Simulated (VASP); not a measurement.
Crystal: SrW.

```xyz
2
Lattice="1.9516 1.1267 5.5264 -1.9516 1.1267 5.5264 0.0000 -2.2535 5.5264" Properties=species:S:1:pos:R:3 pbc="T T T"
Sr    0.0000    0.0000    8.2896
W     0.0000    0.0000    0.0000
```

* Program: VASP 6.6.1
* Task: relaxation of cell and atoms
* Functional: PBE
* Potentials or basis: VASP PAW PBE potentials, release 64 (Sr_sv, W_sv)
* Cutoff: 600 eV
* k mesh: 6 × 6 × 6
* Occupations: gaussian, width 0.1 eV
* Spin: no spin polarisation

At the start: pressure -11.0 GPa; volume 36.46 Å³/atom.

Where does the relaxation end?

Over 7 steps the energy falls by 956.2 meV/atom and the volume is 23.04 Å³/atom (-36.8 %); space group R-3m (No. 166, to 0.05 Å).

The path:
```
step  energy change (eV)  largest force (eV/Å)  pressure (GPa)  volume (Å³)
   1              0.0000                0.0000          -11.03        72.91
   2             -1.5072                0.0000           -2.17        49.40
   3             -1.5674                0.0000            2.19        46.21
   4             -1.8555                0.0000            6.43        43.01
   5             -1.8668                0.0000            5.42        43.48
   6             -1.8859                0.0000           -3.57        48.20
   7             -1.9123                0.0000           -0.08        46.08
```

Final structure:
```
Sr W
1.0
     1.53636    0.88702    5.63511
    -1.53636    0.88702    5.63511
     0.00000   -1.77404    5.63511
Sr W
1 1
Direct
  0.50000 0.50000 0.50000
  0.00000 0.00000 0.00000
```

Caveat: the volume moved by over 15 % at a fixed basis, so the end points are rough.
